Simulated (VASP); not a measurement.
Wanted: the native input for a VASP 6.6.1 run.

```
Task                   : single point
Functional             : LDA
Potentials or basis    : VASP PAW LDA potentials, release 64 (Mg, B)
Cutoff                 : 520 eV
k mesh                 : 15 × 15 × 12
Occupations            : fermi-dirac, width 0.05 eV
Spin                   : no spin polarisation
Dipole correction      : no
Further INCAR settings : ALGO = Normal; EDIFF = 1e-06; NBANDS = 11
```

The structure of MgB2 lies in POSCAR:

```
MgB2
1.0
    3.0433063957      0.0000000000      0.0000000000
   -1.5216531979      2.6355806502      0.0000000000
    0.0000000000      0.0000000000      3.4753860552
Mg B
1 2
Direct
    0.0000000000      0.0000000000      0.0000000000
    0.3333333333      0.6666666667      0.5000000000
    0.6666666667      0.3333333333      0.5000000000
```

This cell differs from its parent crystal: volume scaled by 0.96.

These files were run (other wordings do the same):

INCAR

```
SYSTEM = MgB2
PREC = Accurate ; ENCUT = 520
EDIFF = 1E-6 ; ISMEAR = -1
SIGMA = 0.05 ; LREAL = .FALSE.
LASPH = .TRUE. ; NELM = 100
ALGO = Normal ; ISIF = 2
LWAVE = .FALSE. ; LCHARG = .FALSE.
NBANDS = 11
```

KPOINTS

```
regular mesh
0
G
  15 15 12
  0 0 0
```

Potentials or basis: VASP PAW LDA potentials, release 64 (Mg, B).

Launch:

```sh
$ cat potpaw_LDA.64/Mg/POTCAR potpaw_LDA.64/B/POTCAR > POTCAR
$ mpirun -np 1 vasp_std > vasp.out
```

Results of the run:

| Quantity | Value |
| --- | --- |
| Pressure | -2.2 GPa |
| Band gap on the k mesh | zero (band 4 reaches 7.34 eV, above the bottom of band 5 at 3.44 eV) |

Wall time 54 s on 1 thread of Intel Xeon 8259CL (shared host), peak memory 0.18 GiB.
